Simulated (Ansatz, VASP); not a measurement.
# Two plane-wave programs on AlNiC4N4

Contents of INCAR:

```
  ALGO = Normal
  EDIFF = 1E-7
  ENCUT = 520
  GGA = PE
  ISIF = 2
  ISMEAR = 0
  ISPIN = 2
  LASPH = T
  LCHARG = F
  LMAXMIX = 4
  LORBIT = 11
  LREAL = F
  LWAVE = F
  MAGMOM = 0 2 0 0 0 0 0 0 0 0
  NBANDS = 40
  NELM = 150
  PREC = Accurate
  SIGMA = 0.1
```

File KPOINTS:

```
k-points
0
Gamma
  4 4 4
```

The input POSCAR:

```
AlNiC4N4
1.0
    5.8306603700      0.0000000000      0.0000000000
    0.0000000000      5.8306603700      0.0000000000
    0.0000000000      0.0000000000      5.8306603700
Al Ni C N
1 1 4 4
Direct
    0.5000000000      0.5000000000      0.5000000000
    0.0000000000      0.0000000000      0.0000000000
    0.1898207700      0.1898207700      0.1898207700
    0.1898207700      0.8101792300      0.8101792300
    0.8101792300      0.1898207700      0.8101792300
    0.8101792300      0.8101792300      0.1898207700
    0.3056738300      0.3056738300      0.3056738300
    0.3056738300      0.6943261700      0.6943261700
    0.6943261700      0.3056738300      0.6943261700
    0.6943261700      0.6943261700      0.3056738300
```

Input for Ansatz:

```yaml
crystal:
  lattice:
    - [5.83066037, 0.0, 0.0]
    - [0.0, 5.83066037, 0.0]
    - [0.0, 0.0, 5.83066037]
  atoms:
    - { symbol: Al, position: [0.5, 0.5, 0.5] }
    - { symbol: Ni, position: [0.0, 0.0, 0.0], spin: 2.0 }
    - { symbol: C, position: [0.18982077, 0.18982077, 0.18982077] }
    - { symbol: C, position: [0.18982077, 0.81017923, 0.81017923] }
    - { symbol: C, position: [0.81017923, 0.18982077, 0.81017923] }
    - { symbol: C, position: [0.81017923, 0.81017923, 0.18982077] }
    - { symbol: "N", position: [0.30567383, 0.30567383, 0.30567383] }
    - { symbol: "N", position: [0.30567383, 0.69432617, 0.69432617] }
    - { symbol: "N", position: [0.69432617, 0.30567383, 0.69432617] }
    - { symbol: "N", position: [0.69432617, 0.69432617, 0.30567383] }
basis:
  ecutwfc: 420
kpoints:
  mp_grid: { grid: [4, 4, 4] }
hamiltonian:
  xc: pbe
scf:
  occupations: { method: gaussian, width: 0.1 }
  lower_state_search: "off"
output:
  forces: true
  stress: true
  eigenvalues: true
  populations: true
magnetization:
  spin_polarized: true
```

Alike in both runs: task single point; functional PBE; k mesh 4 × 4 × 4; occupations gaussian, width 0.1 eV; collinear spin.

|  | VASP | Ansatz |
| --- | --- | --- |
| version | VASP 6.6.1 | Ansatz 0.2.0 |
| potentials or method | VASP PAW PBE potentials, release 64 (Al, Ni, C, N), cutoff 520 eV | scalar-relativistic, plane waves, PAW |
| valence electrons in the cell | 49 | 57 |

Ansatz gave:

* gap on the k mesh at the Fermi level (eV): none
* pressure (GPa): -3.8
* rms of the force components (eV/Å): 0.994
* net moment per atom (μB): 0.10
* size of the moment on the site where the two differ most (μB): 0.73

Question: Which values does VASP return?

Answer: gap on the k mesh at the Fermi level (eV): none; pressure (GPa): -3.4; rms of the force components (eV/Å): 1.171; net moment per atom (μB): 0.10; size of the moment on the site where the two differ most (μB): 0.79.

Site moments also hang on the region over which each program counts them. Atom by atom the forces differ by 0.185 eV/Å (rms over components). A gap of «none» marks a metal or a gap that the smearing closes. VASP's potentials hold 49 valence electrons a cell and Ansatz's 57, so a difference there can come from the potentials and not from the codes.

Noted on VASP's run: the standard files for N, O and F lose accuracy on very short bonds.
